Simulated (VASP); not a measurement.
Crystal: Si4O.

```xyz
5
Lattice="2.6032 0.0000 0.0000 0.0000 5.6402 0.0000 0.0000 0.0000 6.2669" Properties=species:S:1:pos:R:3 pbc="T T T"
Si    1.3016    1.5501    0.0000
Si    1.3016    4.0901    0.0000
Si    0.0000    2.8201    4.4184
Si    0.0000    2.8201    1.8485
O     0.0000    0.0000    0.0000
```

The cell was generated, and may not be a known phase.

* Program: VASP 6.6.1
* Task: relaxation of cell and atoms
* Functional: PBE
* Potentials or basis: VASP PAW PBE potentials, release 64 (Si, O)
* Cutoff: 600 eV
* k mesh: 6 × 4 × 4
* Occupations: gaussian, width 0.1 eV
* Spin: no spin polarisation

At the start: pressure -0.2 GPa; volume 18.40 Å³/atom.

Problem. How do energy, volume and symmetry change on relaxing?

Solution. Over 5 steps the energy falls by 25.0 meV/atom and the volume is 18.49 Å³/atom (+0.5 %); space group Pmmm (No. 47, to 0.1 Å) before and after.

Step by step:
```csv
step,energy change (eV),largest force (eV/Å),pressure (GPa),volume (Å³)
1,0.0000,1.0278,-0.18,92.01
2,-0.1132,0.1452,0.68,91.69
3,-0.1136,0.1135,0.61,91.71
4,-0.1245,0.0373,-0.32,92.59
5,-0.1251,0.0121,-0.16,92.43
```

Final structure:
```cif
data_structure
_symmetry_space_group_name_H-M 'P 1'
_symmetry_Int_Tables_number 1
_cell_length_a 2.5666
_cell_length_b 5.8255
_cell_length_c 6.1817
_cell_angle_alpha 90.000
_cell_angle_beta 90.000
_cell_angle_gamma 90.000
_cell_volume 92.43
loop_
_atom_site_label
_atom_site_type_symbol
_atom_site_fract_x
_atom_site_fract_y
_atom_site_fract_z
_atom_site_occupancy
Si1 Si 0.50000 0.26626 0.00000 1
Si2 Si 0.50000 0.73374 0.00000 1
Si3 Si 0.00000 0.50000 0.70026 1
Si4 Si 0.00000 0.50000 0.29974 1
O1 O 0.00000 0.00000 0.00000 1
```

Caveat: the k points lie up to 0.41 Å⁻¹ apart in the final cell, too coarse for converged energies and pressures of a metal.
